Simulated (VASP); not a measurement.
ZnSe:

```
CELL_PARAMETERS angstrom
0.00000 2.65876 2.65876
2.65876 0.00000 2.65876
2.65876 2.65876 0.00000
ATOMIC_POSITIONS crystal
Zn 0.00000 0.00000 0.00000
Se 0.50000 0.50000 0.50000
```

Base run:

- Program: VASP 6.6.1
- Functional: r2SCAN
- Potentials or basis: VASP PAW PBE potentials, release 64 (Zn, Se)
- Cutoff: 520 eV
- k mesh: 6 × 6 × 6
- Occupations: fermi-dirac, width 0.02 eV
- Spin: no spin polarisation

Its results: band gap on the k mesh zero (band 9 reaches 3.14 eV, above the bottom of band 10 at 2.48 eV); pressure 0.3 GPa.

Question: The run is repeated on the same cell with these changes: functional from r2SCAN to PBE; further incar settings from ALGO = Normal; EDIFF = 1e-06; NBANDS = 16 to ALGO = Normal; EDIFF = 1e-07; NBANDS = 16. What comes out?

Answer: Band gap on the k mesh zero (band 9 reaches 3.44 eV, above the bottom of band 10 at 2.34 eV); pressure 2.5 GPa.

Caveats: the PAW data sets were made with another functional, which shifts forces and pressure a little (some runs).
